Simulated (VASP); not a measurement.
# SiTe (Pm-3m) in VASP: a series of runs, part 2 of 2

VASP 6.6.1.

**5. Single point, PBE (volume scaled by 0.98)**

Input file INCAR:

```
SYSTEM = SiTe
PREC     = Accurate       ! precision mode
ENCUT    = 520            ! plane-wave cutoff, eV
EDIFF    = 1E-6           ! SCF threshold, eV
ISMEAR   = -1             ! smearing method
SIGMA    = 0.05           ! smearing width, eV
LREAL    = .FALSE.        ! projectors in reciprocal space
LASPH    = .TRUE.         ! aspherical terms in the spheres
NELM     = 80             ! most SCF steps
ALGO     = Normal         ! electronic algorithm
ISIF     = 2              ! what is computed and relaxed
LWAVE    = .FALSE.        ! write WAVECAR
LCHARG   = .FALSE.        ! write CHGCAR
GGA      = PE             ! functional
NBANDS   = 12             ! bands
```

Input file KPOINTS:

```
regular mesh
0
G
  7 7 7
  0 0 0
```

Input file POSCAR:

```
SiTe
1.0
    3.7426635655      0.0000000000      0.0000000000
    0.0000000000      3.7426635655      0.0000000000
    0.0000000000      0.0000000000      3.7426635655
Si Te
1 1
Direct
    0.0000000000      0.0000000000      0.0000000000
    0.5000000000      0.5000000000      0.5000000000
```

Potentials or basis: VASP PAW PBE potentials, release 64 (Si, Te).

Run with:

```sh
$ cat potpaw_PBE.64/Si/POTCAR potpaw_PBE.64/Te/POTCAR > POTCAR
$ mpirun -np 1 vasp_std > vasp.out
```

OUTCAR:

```text
SYSTEM = SiTe
   PREC = Accurate
   ENCUT = 520
   EDIFF = 1E-6
   ISMEAR = -1
   LREAL = .FALSE.
   LASPH = .TRUE.
   NELM = 80
   ISIF = 2
   GGA = PE

 ion  position               nearest neighbor table
   1  0.000  0.000  0.000-   2 3.24   2 3.24   2 3.24   2 3.24   2 3.24   2 3.24   2 3.24   2 3.24

   2  0.500  0.500  0.500-   1 3.24   1 3.24   1 3.24   1 3.24   1 3.24   1 3.24   1 3.24   1 3.24

  LATTYP: Found a simple cubic cell.
 ALAT       =     3.7426635655

  Lattice vectors:

 A1 = (   3.7426635655,   0.0000000000,   0.0000000000)
 A2 = (   0.0000000000,   3.7426635655,   0.0000000000)
 A3 = (   0.0000000000,   0.0000000000,   3.7426635655)

Analysis of symmetry for initial positions (statically):
=====================================================================
 Subroutine PRICEL returns:
 Original cell was already a primitive cell.

 Routine SETGRP: Setting up the symmetry group for a
 simple cubic supercell.

 Subroutine GETGRP returns: Found 48 space group operations
 (whereof 48 operations were pure point group operations)
 out of a pool of 48 trial point group operations.
[... 168 lines left out ...]
      2       1.1306      2.00000
      3       4.5747      2.00000
      4       4.5747      2.00000
      5       4.5747      2.00000
      6       9.6454      0.00000
      7       9.6454      0.00000
      8      11.1213      0.00000
      9      11.1213      0.00000
     10      11.1213      0.00000
     11      16.5622      0.00000
     12      16.5622      0.00000
[... 271 lines left out ...]
 k-point    20 :       0.4286    0.4286    0.4286
  band No.  band energies     occupation
      1      -3.5658      2.00000
      2       0.5590      2.00000
      3       2.8998      2.00000
      4       3.0527      2.00000
      5       3.0527      2.00000
      6       5.1841      2.00000
      7       5.1841      2.00000
      8       6.0130      1.99520
      9      17.8623      0.00000
     10      18.9180      0.00000
     11      18.9180      0.00000
     12      20.1548      0.00000

------------------------ aborting loop because EDIFF is reached ----------------------------------------

  FORCE on cell =-STRESS in cart. coord.  units (eV):
  Direction    XX          YY          ZZ          XY          YZ          ZX
  --------------------------------------------------------------------------------------
  -------------------------------------------------------------------------------------
  Total       -2.1573410     -2.1573410     -2.1573410      0.0000000      0.0000000      0.0000000
  in kB      -65.9305966    -65.9305966    -65.9305966      0.0000000      0.0000000      0.0000000
  external PRESSURE =     -65.9305966 kB  Pullay stress =       0.0000000 kB

 VOLUME and BASIS-vectors are now :
 -----------------------------------------------------------------------------
  energy-cutoff  :      520.00
  volume of cell :       52.43
      direct lattice vectors                 reciprocal lattice vectors
     3.742663566  0.000000000  0.000000000     0.267189391  0.000000000  0.000000000
     0.000000000  3.742663566  0.000000000     0.000000000  0.267189391  0.000000000
     0.000000000  0.000000000  3.742663566     0.000000000  0.000000000  0.267189391

 POSITION                                       TOTAL-FORCE (eV/Angst)
 -----------------------------------------------------------------------------------
      0.00000      0.00000      0.00000         0.000000      0.000000      0.000000
      1.87133      1.87133      1.87133         0.000000      0.000000      0.000000
 -----------------------------------------------------------------------------------
    total drift:                               -0.000000      0.000000      0.000000

  FREE ENERGIE OF THE ION-ELECTRON SYSTEM (eV)
  ---------------------------------------------------
  free  energy   TOTEN  =        -7.2988363037 eV

  energy  without entropy=       -7.2905647219  energy(sigma->0) =       -7.29470051
```

OSZICAR:

```text
N       E                     dE             d eps       ncg     rms          rms(c)
DAV:   1     0.190941031101E+02    0.19094E+02   -0.37021E+03   480   0.641E+02
DAV:   2    -0.613202878189E+01   -0.25226E+02   -0.24178E+02   644   0.954E+01
DAV:   3    -0.729971238944E+01   -0.11677E+01   -0.11484E+01   604   0.190E+01
DAV:   4    -0.731237473818E+01   -0.12662E-01   -0.12661E-01   552   0.237E+00
DAV:   5    -0.731259156663E+01   -0.21683E-03   -0.21682E-03   576   0.309E-01    0.527E+00
DAV:   6    -0.730113210296E+01    0.11459E-01   -0.25792E-02   548   0.567E-01    0.326E+00
DAV:   7    -0.729880345152E+01    0.23287E-02   -0.15515E-02   560   0.615E-01    0.349E-01
DAV:   8    -0.729883290933E+01   -0.29458E-04   -0.90142E-04   552   0.138E-01    0.155E-01
DAV:   9    -0.729883861154E+01   -0.57022E-05   -0.83844E-05   552   0.554E-02    0.545E-02
DAV:  10    -0.729883745128E+01    0.11603E-05   -0.32289E-06   552   0.106E-02    0.102E-02
DAV:  11    -0.729883632889E+01    0.11224E-05   -0.13121E-07   316   0.218E-03    0.715E-04
DAV:  12    -0.729883630372E+01    0.25169E-07   -0.34489E-08   288   0.101E-03
   1 F= -.72988363E+01 E0= -.72947005E+01  d E =-.827158E-02
```

Run time: 9.3 s. Hardware: 1 thread of Intel Xeon 6975P-C (Granite Rapids), shared host; peak memory 0.15 GiB.

Results:

* Free energy: -7.2988 eV
* Pressure: -6.6 GPa
* Band gap on the k mesh: zero (band 5 reaches 6.99 eV, above the bottom of band 6 at 5.18 eV)

Caveat: spin-orbit coupling is left out, which moves the levels of the heavy elements.

**6. Overview**

| cell | gap on the mesh (eV) | pressure (GPa) |
| --- | --- | --- |
| a = 3.691 Å, 2 atoms | none | -5.2 |
| a = 3.717 Å, 2 atoms | none | -6.0 |
| a = 3.768 Å, 2 atoms | none | -7.1 |
| a = 3.743 Å, 2 atoms | none | -6.6 |

Alike in all rows: task single point; level PBE; potentials or basis VASP PAW PBE potentials, release 64 (Si, Te); no spin polarisation; k mesh 7 × 7 × 7; cutoff (eV) 520; smearing fermi-dirac 0.05 eV.

Caveats: spin-orbit coupling is left out, which moves the levels of the heavy elements.

Total energies depend on the potentials used, so only differences within one code and one set of settings carry meaning.
